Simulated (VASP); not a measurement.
**MgO: single point with PBE**

The system is MgO.

```xyz
2
Lattice="2.7120 0.0000 0.0000 0.0000 2.7120 0.0000 0.0000 0.0000 2.7120" Properties=species:S:1:pos:R:3 pbc="T T T"
Mg    0.0000    0.0000    0.0000
O     1.3560    1.3560    1.3560
```

This cell differs from its parent crystal: volume changed by +6%.

| Item | Value |
| --- | --- |
| Program | VASP 6.6.1 |
| Task | single point |
| Functional | PBE |
| Potentials or basis | VASP PAW PBE potentials, release 64 (Mg, O) |
| Cutoff | 520 eV |
| k mesh | 8 × 8 × 8 |
| Occupations | gaussian, width 0.01 eV |
| Spin | no spin polarisation |

```
Pressure               : -7.8 GPa
Band gap on the k mesh : 1.76 eV, indirect (least direct gap 2.68 eV)
```

Levels at points of the mesh, in eV from the valence-band top:
```
           k point  band 2  band 3  band 4  band 5  band 6  band 7
(0.00, 0.00, 0.00)   -0.91   -0.91   -0.91    1.76   10.27   10.27
(0.50, 0.00, 0.00)   -5.98   -0.49   -0.49    6.30    8.51   14.05
(0.50, 0.50, 0.00)   -4.28   -4.28    0.00    4.61   11.26   11.26
(0.50, 0.50, 0.50)   -3.23   -3.23   -3.23    7.11    7.11    7.11
```

Run time: 5.3 s on 1 thread of Intel Xeon 6975P-C, with other jobs on the host, peak memory 0.13 GiB.

 A k mesh can miss the band edges.
